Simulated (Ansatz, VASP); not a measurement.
**Two plane-wave programs on BP**

```
B P
1.0
     0.00000    2.26832    2.26832
     2.26832    0.00000    2.26832
     2.26832    2.26832    0.00000
B P
1 1
Direct
  0.00000 0.00000 0.00000
  0.25000 0.25000 0.25000
```

Alike in both runs: task single point; functional PBE; k mesh 10 × 10 × 10; occupations fermi-dirac, width 0.02 eV; no spin polarisation.

```csv
,VASP,Ansatz
version,VASP 6.6.1,Ansatz 0.2.0
potentials or method,"VASP PAW PBE potentials, release 64 (B, P)","plane waves, PAW"
plane-wave cutoff (eV),520,420
valence electrons in the cell,8,8
```

Ansatz gave:

| Item | Value |
| --- | --- |
| gap on the k mesh at the Fermi level (eV) | 1.24 |
| pressure (GPa) | 1.3 |

Problem. Estimate VASP's values.

Solution. gap on the k mesh at the Fermi level (eV): 1.24; pressure (GPa): 1.0.

The functional is the same, so the differences come from potentials, cutoffs and numerics.
